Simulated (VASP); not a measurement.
Write the native input for VASP 6.6.1 that does the following.

| Property | Result |
| --- | --- |
| Task | single point |
| Functional | LDA |
| Potentials or basis | VASP PAW LDA potentials, release 64 (Ru_pv, S) |
| Cutoff | 520 eV |
| k mesh | 12 × 12 × 7 |
| Occupations | fermi-dirac, width 0.05 eV |
| Spin | no spin polarisation |
| Dipole correction | no |
| Further INCAR settings | ALGO = Normal; EDIFF = 1e-07; NBANDS = 20 |

The structure of RuS2 (CdI2 type) lies in POSCAR:

```
RuS2
1.0
    3.4880934764      0.0000000000      0.0000000000
   -1.7440467382      3.0207775614      0.0000000000
    0.0000000000      0.0000000000      5.1806876060
Ru S
1 2
Direct
    0.0000000000      0.0000000000      0.0000000000
    0.3333333333      0.6666666667      0.2536057355
    0.6666666667      0.3333333333      0.7463942645
```

One way to write it, as run:

INCAR

```
SYSTEM = RuS2
  PREC = Accurate
  ENCUT = 520
  EDIFF = 1E-7
  ISMEAR = -1
  SIGMA = 0.05
  LREAL = .False.
  LASPH = .True.
  NELM = 60
  ALGO = Normal
  ISIF = 2
  LWAVE = .False.
  LCHARG = .False.
  NBANDS = 20
```

KPOINTS

```
regular mesh
0
Gamma
  12 12 7
  0 0 0
```

Potentials or basis: VASP PAW LDA potentials, release 64 (Ru_pv, S).

The run is started by

```console
$ cat potpaw_LDA.64/Ru_pv/POTCAR potpaw_LDA.64/S/POTCAR > POTCAR
$ mpirun -np 1 vasp_std > vasp.out
```

It gave:

* Pressure: -12.5 GPa
* Largest force: 0.836 eV/Å
* Band gap on the k mesh: zero (bands 13 and 14 overlap by 0.50 eV)

Caveat: the cell stands under tension.

It took 48 s on 1 thread of AMD EPYC 9R45 96-Core Processor (Zen 5) (shared host), peak memory 0.2 GiB.
